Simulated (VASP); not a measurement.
Crystal: Pd.

```
Pd
1.0
    -1.57228    1.57228    1.57228
     1.57228   -1.57228    1.57228
     1.57228    1.57228   -1.57228
Pd
1
Cartesian
  0.0000 0.0000 0.0000
```

```yaml
Program: VASP 6.6.1
Task: relaxation of cell and atoms
Functional: LDA
Potentials_or_basis: VASP PAW LDA potentials, release 64 (Pd)
Cutoff: 600 eV
k_mesh: 9 × 9 × 9
Occupations: fermi-dirac, width 0.05 eV
Spin: no spin polarisation
```

At the start: pressure -15.2 GPa; volume 15.55 Å³/atom.

How do energy, volume and symmetry change on relaxing?

Over 7 steps the energy falls by 67.3 meV/atom and the volume is 14.26 Å³/atom (-8.3 %); space group Im-3m (No. 229, to 0.05 Å).

The path:
| step | energy change (eV) | largest force (eV/Å) | pressure (GPa) | volume (Å³) |
| --- | --- | --- | --- | --- |
| 1 | 0.0000 | 0.0000 | -15.25 | 15.55 |
| 2 | 0.1447 | 0.0000 | 43.25 | 12.45 |
| 3 | -0.0672 | 0.0000 | -0.73 | 14.31 |
| 4 | -0.0673 | 0.0000 | -0.18 | 14.27 |
| 5 | -0.0673 | 0.0000 | 0.22 | 14.24 |
| 6 | -0.0673 | 0.0000 | -0.30 | 14.28 |
| 7 | -0.0673 | 0.0000 | -0.01 | 14.26 |

Final structure:
```cif
data_structure
_symmetry_space_group_name_H-M 'P 1'
_symmetry_Int_Tables_number 1
_cell_length_a 2.6458
_cell_length_b 2.6458
_cell_length_c 2.6458
_cell_angle_alpha 109.471
_cell_angle_beta 109.471
_cell_angle_gamma 109.471
_cell_volume 14.26
loop_
_atom_site_label
_atom_site_type_symbol
_atom_site_fract_x
_atom_site_fract_y
_atom_site_fract_z
_atom_site_occupancy
Pd1 Pd 0.00000 0.00000 0.00000 1
```
